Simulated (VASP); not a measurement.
# PbS (Cmcm) in VASP: a series of runs

PbS is run at these levels: PBEsol; tasks: single point.

All numbers are computed with VASP 6.6.1; they aren't measurements. Logs are shortened: lines on timing, memory, paths and dates and some standing lists are left out, and cuts for length are marked.

### 1 The cell of the first run

The structure is orthorhombic, space group Cmcm (No. 63). Conventional cell: a = 3.979 Å, b = 11.043 Å, c = 4.175 Å, α = 90.00°, β = 90.00°, γ = 90.00°. Within 3.5 Å of Pb (site symmetry m2m) lie 7 S at 2.67 to 3.48 Å and 2 Pb at 3.41 Å. S (site symmetry m2m) has 7 Pb at 2.67 to 3.48 Å within 3.5 Å.

### 2 Single point, PBEsol

File INCAR:

```
  PREC = Accurate
  ENCUT = 520
  EDIFF = 1E-6
  ISMEAR = -1
  SIGMA = 0.05
  LREAL = False
  LASPH = True
  NELM = 100
  ALGO = Normal
  ISIF = 2
  LWAVE = False
  LCHARG = False
  GGA = PS
  NBANDS = 28
```

File KPOINTS:

```
regular mesh
0
Gamma
  7 7 6
```

File POSCAR:

```
PbS
1.0
    1.9895763537     -5.5214448831      0.0000000000
    1.9895763537      5.5214448831      0.0000000000
    0.0000000000      0.0000000000      4.1753314808
Pb S
2 2
Direct
    0.1220518614      0.8779481386      0.2500000000
    0.8779481386      0.1220518614      0.7500000000
    0.3636553940      0.6363446060      0.2500000000
    0.6363446060      0.3636553940      0.7500000000
```

Potentials or basis: VASP PAW PBE potentials, release 64 (Pb_d, S).

On the command line:

```sh
$ cat potpaw_PBE.64/Pb_d/POTCAR potpaw_PBE.64/S/POTCAR > POTCAR
$ mpirun -np 1 vasp_std > vasp.out
```

OUTCAR:

```text
PREC = Accurate
   ENCUT = 520
   EDIFF = 1E-6
   ISMEAR = -1
   LREAL = False
   LASPH = True
   NELM = 100
   ISIF = 2
   GGA = PS

 ion  position               nearest neighbor table
   1  0.122  0.878  0.250-   3 2.67   4 2.89   4 2.89   4 2.89   4 2.89   2 3.41   2 3.41   2 4.04
                             2 4.04   2 4.04   2 4.04
   2  0.878  0.122  0.750-   4 2.67   3 2.89   3 2.89   3 2.89   3 2.89   1 3.41   1 3.41   1 4.04
                             1 4.04   1 4.04   1 4.04
   3  0.364  0.636  0.250-   1 2.67   2 2.89   2 2.89   2 2.89   2 2.89
   4  0.636  0.364  0.750-   2 2.67   1 2.89   1 2.89   1 2.89   1 2.89

  LATTYP: Found a base centered orthorhombic cell.
 ALAT       =     3.9791527074
 B/A-ratio  =     2.7751862213
 C/A-ratio  =     1.0493016448

  Lattice vectors:

 A1 = (   1.9895763537,  -5.5214448831,   0.0000000000)
 A2 = (   1.9895763537,   5.5214448831,   0.0000000000)
 A3 = (   0.0000000000,   0.0000000000,   4.1753314808)

Analysis of symmetry for initial positions (statically):
=====================================================================
 Subroutine PRICEL returns:
 Original cell was already a primitive cell.

 Routine SETGRP: Setting up the symmetry group for a
 base centered orthorhombic supercell.

 Subroutine GETGRP returns: Found  8 space group operations
 (whereof  4 operations were pure point group operations)
 out of a pool of  8 trial point group operations.

The static configuration has the point symmetry C_2h.
 The point group associated with its full space group is D_2h.

Analysis of symmetry for dynamics (positions and initial velocities):
=====================================================================
 Subroutine PRICEL returns:
 Original cell was already a primitive cell.

 Routine SETGRP: Setting up the symmetry group for a
 base centered orthorhombic supercell.

 Subroutine GETGRP returns: Found  8 space group operations
 (whereof  4 operations were pure point group operations)
 out of a pool of  8 trial point group operations.

The dynamic configuration has the point symmetry C_2h.
 The point group associated with its full space group is D_2h.

 Subroutine INISYM returns: Found  8 space group operations
 (whereof  4 operations are pure point group operations),
 and found     1 'primitive' translations

----------------------------------------------------------------------------------------

                                     Primitive cell

  volume of cell :      91.7348

  direct lattice vectors                    reciprocal lattice vectors
     1.989576354 -5.521444883  0.000000000     0.251309782 -0.090556007  0.000000000
     1.989576354  5.521444883  0.000000000     0.251309782  0.090556007  0.000000000
     0.000000000  0.000000000  4.175331481     0.000000000  0.000000000  0.239501942

  length of vectors
     5.868966490  5.868966490  4.175331481     0.267127305  0.267127305  0.239501942

  position of ions in fractional coordinates (direct lattice)
     0.122051861  0.877948139  0.250000000
     0.877948139  0.122051861  0.750000000
     0.363655394  0.636344606  0.250000000
     0.636344606  0.363655394  0.750000000

  ion indices of the primitive-cell ions
   primitive index   ion index
                 1           1
                 2           2
                 3           3
                 4           4

----------------------------------------------------------------------------------------

 KPOINTS: regular mesh

Automatic generation of k-mesh.
 Grid dimensions read from file:
 generate k-points for:    7    7    6

 Generating k-lattice:

  Cartesian coordinates                     Fractional coordinates (reciprocal lattice)
     0.035901397 -0.012936572  0.000000000     0.142857143  0.000000000  0.000000000
     0.035901397  0.012936572  0.000000000     0.000000000  0.142857143  0.000000000
     0.000000000  0.000000000  0.039916990     0.000000000  0.000000000  0.166666667

  Length of vectors
     0.038161044  0.038161044  0.039916990

  Shift w.r.t. Gamma in fractional coordinates (k-lattice)
     0.000000000  0.000000000  0.000000000

 Subroutine IBZKPT returns following result:
 ===========================================

 Found     64 irreducible k-points:

 Following reciprocal coordinates:
            Coordinates               Weight
  0.000000  0.000000  0.000000      1.000000
  0.142857 -0.000000  0.000000      4.000000
  0.285714  0.000000  0.000000      4.000000
  0.428571  0.000000  0.000000      4.000000
  0.142857  0.142857  0.000000      2.000000
  0.285714  0.142857  0.000000      4.000000
[... 16 lines left out ...]
  0.428571  0.142857  0.166667      8.000000
 -0.428571  0.142857  0.166667      8.000000
 [... further k-points ...]
   k-points           NKPTS =     64   k-points in BZ     NKDIM =     64   number of bands    NBANDS=     28
   number of dos      NEDOS =    301   number of ions     NIONS =      4
   total plane-waves  NPLWV =  73728
   dimension x,y,z NGX =    48 NGY =   48 NGZ =   32
   dimension x,y,z NGXF=    96 NGYF=   96 NGZF=   64
   ions per type =               2   2
   NGX,Y,Z   is equivalent  to a cutoff of  13.60, 13.60, 12.74 a.u.
   NGXF,Y,Z  is equivalent  to a cutoff of  27.19, 27.19, 25.48 a.u.
 SYSTEM =  unknown system
   PREC   = accura    normal or accurate (medium, high low for compatibility)
   ISTART =      0    job   : 0-new  1-cont  2-samecut
   ICHARG =      2    charge: 1-file 2-atom 10-const
   ISPIN  =      1    spin polarized calculation?
   LNONCOLLINEAR =      F non collinear calculations
   LSORBIT =      F    spin-orbit coupling
   LASPH  =      T    aspherical Exc in radial PAW
   ENCUT  =  520.0 eV  38.22 Ry    6.18 a.u.  10.91 10.91  7.76*2*pi/ulx,y,z
   NELM   =    100;   NELMIN=  2; NELMDL= -5     # of ELM steps
   EDIFF  = 0.1E-05   stopping-criterion for ELM
   LREAL  =      F    real-space projection
   EDIFFG = 0.1E-04   stopping-criterion for IOM
   NSW    =      0    number of steps for IOM
   IBRION =     -1    ionic relax: 0-MD 1-quasi-New 2-CG
   NFREE  =      0    steps in history (QN), initial steepest desc. (CG)
   ISIF   =      2    stress and relaxation
   ISYM   =      2    0-nonsym 1-usesym 2-fastsym
   POTIM  = 0.5000    time-step for ionic-motion
   TEBEG  =    0.0;   TEEND  =   0.0 temperature during run
   PSTRESS=    0.0 pullay stress
   NELECT =      40.0000    total number of electrons
   NUPDOWN=      -1.0000    fix difference up-down
   EMIN   =  10.00;   EMAX   =-10.00  energy-range for DOS
   EFERMI =   0.00;   METHOD = LEGACY
   ISMEAR =    -1;   SIGMA  =   0.05  broadening in eV -4-tet -1-fermi 0-gaus
   EFERMI_NEDOS =   21; number of points for ismear=-14 and -15
   IALGO  =     38    algorithm
   IMIX   =      4    mixing-type and parameters
     AMIX     =   0.40;   BMIX     =  1.00
     AMIX_MAG =   1.60;   BMIX_MAG =  1.00
  volume/ion in A,a.u.               =      22.93       154.76
  Fermi-wavevector in a.u.,A,eV,Ry     =   1.241414  2.345933 20.968065  1.541109
  Thomas-Fermi vector in A             =   2.375813
   LORBIT       =      0    0 simple, 1 ext, 2 COOP (PROOUT), +10 PAW based schemes
   GGA     = PS    functional components
   LHFCALC =     F    Hartree Fock is set to
   AEXX    =    0.0000 exact exchange contribution
   IVDW    =     0    specifies the selected vdW correction
   LEPSILON=     F    determine dielectric tensor
   LRPA    =     F    only Hartree local field effects (RPA)
 non-spin polarized calculation
  energy-cutoff  :      520.00
  volume of cell :       91.73
 maximum number of plane-waves:      2500
 NGX is ok and might be reduce to    48
   NGX = 21   NGY = 21   NGZ = 15

 number of electron      39.9999998 magnetization

 Free energy of the ion-electron system (eV)
  ---------------------------------------------------
  ext. energy  EPLUGINS =         0.00000000
  ---------------------------------------------------
  free energy    TOTEN  =       -18.65833142 eV

  energy without entropy =      -18.65832885  energy(sigma->0) =      -18.65833014

 E-fermi :   7.1725     XC(G=0): -10.5530

 val. band max:        6.6879390137   @ k =  -0.4286   0.4286   0.3333
 cond. band min:       7.6550319834   @ k =   0.4286   0.4286   0.0000
 fundamental gap:      0.9670929696
 Fermi energy:         7.1725125663

 k-point     1 :       0.0000    0.0000    0.0000
  band No.  band energies     occupation
      1      -9.9772      2.00000
      2      -9.8407      2.00000
      3      -9.8105      2.00000
      4      -9.7530      2.00000
      5      -9.7118      2.00000
      6      -9.6996      2.00000
[... 20 lines left out ...]
     27      13.3626      0.00000
     28      13.5137      0.00000

 k-point     2 :       0.1429   -0.0000    0.0000
  band No.  band energies     occupation
      1      -9.9561      2.00000
      2      -9.8365      2.00000
      3      -9.8001      2.00000
      4      -9.7372      2.00000
      5      -9.7250      2.00000
      6      -9.7056      2.00000
[... 20 lines left out ...]
     27      13.5861      0.00000
     28      13.6562      0.00000

 k-point     3 :       0.2857    0.0000    0.0000
  band No.  band energies     occupation
      1      -9.9049      2.00000
      2      -9.8273      2.00000
      3      -9.7834      2.00000
      4      -9.7541      2.00000
      5      -9.7348      2.00000
      6      -9.7186      2.00000
[... 20 lines left out ...]
     27      14.1354      0.00000
     28      14.2095      0.00000

 k-point     4 :       0.4286    0.0000    0.0000
  band No.  band energies     occupation
      1      -9.8524      2.00000
      2      -9.8199      2.00000
      3      -9.7863      2.00000
      4      -9.7783      2.00000
      5      -9.7522      2.00000
      6      -9.7268      2.00000
[... 20 lines left out ...]
     27      14.7637      0.00000
     28      15.0391      0.00000

 k-point     5 :       0.1429    0.1429    0.0000
  band No.  band energies     occupation
      1      -9.9134      2.00000
      2      -9.8334      2.00000
      3      -9.7797      2.00000
      4      -9.7447      2.00000
      5      -9.7274      2.00000
      6      -9.7167      2.00000
[... 20 lines left out ...]
     27      13.8572      0.00000
     28      14.3324      0.00000

 k-point     6 :       0.2857    0.1429    0.0000
  band No.  band energies     occupation
      1      -9.8620      2.00000
      2      -9.8272      2.00000
      3      -9.7819      2.00000
      4      -9.7648      2.00000
      5      -9.7392      2.00000
      6      -9.7373      2.00000
[... 463 lines left out ...]
      5      -9.7612      2.00000
      6      -9.7015      2.00000
[... 20 lines left out ...]
     27      13.9941      0.00000
     28      14.7273      0.00000

 k-point    22 :       0.2857    0.1429    0.1667
  band No.  band energies     occupation
      1      -9.8774      2.00000
      2      -9.8282      2.00000
      3      -9.8217      2.00000
      4      -9.7663      2.00000
      5      -9.7619      2.00000
      6      -9.7135      2.00000
[... 20 lines left out ...]
     27      13.3759      0.00000
     28      15.2677      0.00000

 k-point    23 :       0.4286    0.1429    0.1667
  band No.  band energies     occupation
      1      -9.8527      2.00000
      2      -9.8445      2.00000
      3      -9.8227      2.00000
      4      -9.7595      2.00000
      5      -9.7532      2.00000
      6      -9.7251      2.00000
[... 20 lines left out ...]
     27      13.8479      0.00000
     28      14.9668      0.00000

 k-point    24 :      -0.4286    0.1429    0.1667
  band No.  band energies     occupation
      1      -9.8842      2.00000
      2      -9.8248      2.00000
      3      -9.8032      2.00000
      4      -9.7604      2.00000
      5      -9.7384      2.00000
      6      -9.7249      2.00000
[... 20 lines left out ...]
     27      14.5041      0.00000
     28      14.8437      0.00000

 [... further k-points ...]

------------------------ aborting loop because EDIFF is reached ----------------------------------------

  FORCE on cell =-STRESS in cart. coord.  units (eV):
  Direction    XX          YY          ZZ          XY          YZ          ZX
  --------------------------------------------------------------------------------------
  -------------------------------------------------------------------------------------
  Total        2.8459962      2.8119004      2.8560231      0.0000000     -0.0000000      0.0000000
  in kB       49.7062039     49.1107101     49.8813261      0.0000000     -0.0000000      0.0000000
  external PRESSURE =      49.5660800 kB  Pullay stress =       0.0000000 kB

 VOLUME and BASIS-vectors are now :
 -----------------------------------------------------------------------------
  energy-cutoff  :      520.00
  volume of cell :       91.73
      direct lattice vectors                 reciprocal lattice vectors
     1.989576354 -5.521444883  0.000000000     0.251309782 -0.090556007  0.000000000
     1.989576354  5.521444883  0.000000000     0.251309782  0.090556007  0.000000000
     0.000000000  0.000000000  4.175331481     0.000000000  0.000000000  0.239501942

 POSITION                                       TOTAL-FORCE (eV/Angst)
 -----------------------------------------------------------------------------------
      1.98958      4.17364      1.04383         0.000000     -0.002145      0.000000
      1.98958     -4.17364      3.13150         0.000000      0.002145      0.000000
      1.98958      1.50564      1.04383         0.000000     -0.001878     -0.000000
      1.98958     -1.50564      3.13150         0.000000      0.001878     -0.000000
 -----------------------------------------------------------------------------------
    total drift:                                0.000000     -0.000000     -0.000000

  FREE ENERGIE OF THE ION-ELECTRON SYSTEM (eV)
  ---------------------------------------------------
  free  energy   TOTEN  =       -18.6583314173 eV

  energy  without entropy=      -18.6583288547  energy(sigma->0) =      -18.65833014
```

Wall time 82 s (1 thread of Intel Xeon 6975P-C (Granite Rapids), shared host); peak memory 0.33 GiB.

What came out:

```
Free energy            : -18.6583 eV
Pressure               : 5.0 GPa
Band gap on the k mesh : 0.97 eV (least direct gap 1.01 eV)
```

Forces on the atoms (eV/Å):
```
Pb   0.000 -0.002  0.000
Pb   0.000  0.002  0.000
S    0.000 -0.002  0.000
S    0.000  0.002  0.000
```

Levels at points of the mesh, in eV from the valence-band top:
```tsv
k point	band 16	band 17	band 18	band 19	band 20	band 21	band 22	band 23	band 24	band 25
(0.00, 0.00, 0.00)	-3.85	-2.72	-2.34	-1.95	-0.99	4.32	4.38	5.03	5.48	6.02
(0.00, 0.00, 0.50)	-3.65	-1.44	-1.44	-0.04	-0.04	1.50	1.50	2.46	2.46	5.38
```

Caveat: the cell stands under pressure; the PAW data sets were made with another functional, which shifts forces and pressure a little; spin-orbit coupling is left out, which moves the levels of the heavy elements; an odd mesh through Γ misses points on the zone boundary, where band edges can lie.

[end of part 1 of 2]
